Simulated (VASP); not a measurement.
Set up this calculation in VASP 6.6.1, as the native input.

| Property | Result |
| --- | --- |
| Task | single point |
| Functional | PBEsol |
| Potentials or basis | VASP PAW PBE potentials, release 64 (C) |
| Cutoff | 520 eV |
| k mesh | 9 × 9 × 6 |
| Occupations | gaussian, width 0.02 eV |
| Spin | no spin polarisation |
| Dipole correction | no |
| Further INCAR settings | ALGO = Normal; EDIFF = 1e-06; NBANDS = 16 |

The structure of C lies in POSCAR:

```
C
1.0
    2.4981173488      0.0000000000      0.0000000000
   -1.2490586744      2.1634330857      0.0000000000
    0.0000000000      0.0000000000      4.2229976381
C
4
Direct
    0.3333333333      0.6666666667     -0.0002601248
    0.6666666667      0.3333333333      0.4997398752
    0.3333333333      0.6666666667      0.3742601248
    0.6666666667      0.3333333333      0.8742601248
```

This cell differs from its parent crystal: strained cell.

The input as run:

INCAR

```
PREC     = Accurate       # precision mode
ENCUT    = 520            # plane-wave cutoff, eV
EDIFF    = 1E-6           # SCF threshold, eV
ISMEAR   = 0              # smearing method
SIGMA    = 0.02           # smearing width, eV
LREAL    = F              # projectors in reciprocal space
LASPH    = T              # aspherical terms in the spheres
NELM     = 80             # most SCF steps
ALGO     = Normal         # electronic algorithm
ISIF     = 2              # what is computed and relaxed
LWAVE    = F              # write WAVECAR
LCHARG   = T              # write CHGCAR
GGA      = PS             # functional
LELF     = T              # ELF
LVHAR    = T            
NBANDS   = 16             # bands
```

KPOINTS

```
Automatic mesh
0
Gamma
  9 9 6
```

Potentials or basis: VASP PAW PBE potentials, release 64 (C).

Launch:

```console
$ cat potpaw_PBE.64/C/POTCAR > POTCAR
$ mpirun -np 1 vasp_std > vasp.out
```

Results of the run:

| Property | Result |
| --- | --- |
| Pressure | -5.2 GPa |
| Largest force | 0.013 eV/Å |
| Band gap on the k mesh | 3.09 eV (least direct gap 4.85 eV) |

Caveat: the cell differs from its parent crystal (strained cell); the cell stands under tension; the PAW data sets were made with another functional, which shifts forces and pressure a little; an odd mesh through Γ misses points on the zone boundary, where band edges can lie.

It took 28 s on 1 thread of Intel Xeon 8259CL, on a shared host, peak memory 0.14 GiB.
